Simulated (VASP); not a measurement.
## BaErB4: single point with PBE

Crystal: BaErB4.

```xyz
6
Lattice="5.7828 0.0000 0.0000 0.0000 5.7828 0.0000 0.0000 0.0000 4.5916" Properties=species:S:1:pos:R:3 pbc="T T T"
Ba    2.8914    2.8914    2.2958
Er    0.0000    0.0000    0.0000
B     0.8338    0.8338    2.2958
B     4.9490    4.9490    2.2958
B     0.8338    4.9490    2.2958
B     4.9490    0.8338    2.2958
```

The cell was generated, and may not be a known phase.

```json
{"Program": "VASP 6.6.1", "Task": "single point", "Functional": "PBE", "Potentials or basis": "VASP PAW PBE potentials, release 64 (Ba_sv, Er_3, B), 4f in core", "Cutoff": "500 eV", "k mesh": "4 × 4 × 4", "Occupations": "gaussian, width 0.1 eV", "Spin": "no spin polarisation"}
```

| Quantity | Value |
| --- | --- |
| Pressure | 0.4 GPa |
| Largest force | 0.016 eV/Å |
| Band gap on the k mesh | zero (an odd number of electrons rules out a gap without spin polarisation) |

Forces in eV/Å, atoms in the order of the input:
```
Ba   0.000  0.000  0.000
Er   0.000  0.000  0.000
B    0.011  0.011  0.000
B   -0.011 -0.011  0.000
B    0.011 -0.011  0.000
B   -0.011  0.011  0.000
```

Stress tensor (GPa, compression positive):
```
0.51 0.00 0.00
0.00 0.51 0.00
0.00 0.00 0.28
```

Levels at points of the mesh, in eV from the Fermi level:
```csv
k point,band 14,band 15,band 16,band 17,band 18,band 19
"(0.00, 0.00, 0.00)",-1.62,-0.61,-0.61,0.47,1.94,1.94
"(0.50, 0.00, 0.00)",-0.68,-0.64,-0.50,0.08,0.61,1.12
"(0.50, 0.50, 0.00)",-1.49,-0.77,-0.77,0.89,1.85,1.85
"(0.00, 0.00, 0.50)",-1.40,0.36,0.36,0.82,1.74,2.05
"(0.50, 0.00, 0.50)",0.06,0.11,0.64,0.67,0.69,0.71
"(0.50, 0.50, 0.50)",-1.40,-0.35,-0.35,0.98,2.33,2.37
```

Run time: 40 s on 1 thread of Intel(R) Xeon(R) 6975P-C (Granite Rapids), on a shared host, peak memory 0.27 GiB.

Caveat: spin-orbit coupling is left out, which moves the levels of the heavy elements; the 4f electrons are frozen in the core, so they carry no moment and show no levels. Spin polarisation is off, so any magnetic state and its effect on volume and gap are missing.
